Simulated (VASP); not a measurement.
Ca2SeO:

```
O Se Ca
1.0
     1.88463    1.08809    6.29203
    -1.88463    1.08809    6.29203
     0.00000   -2.17618    6.29203
O Se Ca
1 1 2
Direct
  0.00000 0.00000 0.00000
  0.50000 0.50000 0.50000
  0.26397 0.26397 0.26397
  0.73603 0.73603 0.73603
```

Base run:

```yaml
Program: VASP 6.6.1
Functional: r2SCAN
Potentials_or_basis: VASP PAW PBE potentials, release 64 (O, Se, Ca_sv)
Cutoff: 660 eV
k_mesh: 8 × 8 × 8
Occupations: gaussian, width 0.01 eV
Spin: no spin polarisation
```

Its results: band gap on the k mesh 2.10 eV (least direct gap 2.76 eV); pressure 0.4 GPa.

**Question.** The run is repeated on the same cell with these changes: functional from r2SCAN to PBE; cutoff from 660 eV to 600 eV; k mesh from 8 × 8 × 8 to 4 × 4 × 4. What comes out?

**Answer.** Band gap on the k mesh 1.67 eV (least direct gap 2.20 eV); pressure 1.6 GPa.

Several settings changed at once.

Caveats: some runs use coarse meshes; the PAW data sets were made with another functional, which shifts forces and pressure a little (at least some runs).

A k mesh can miss the band edges.
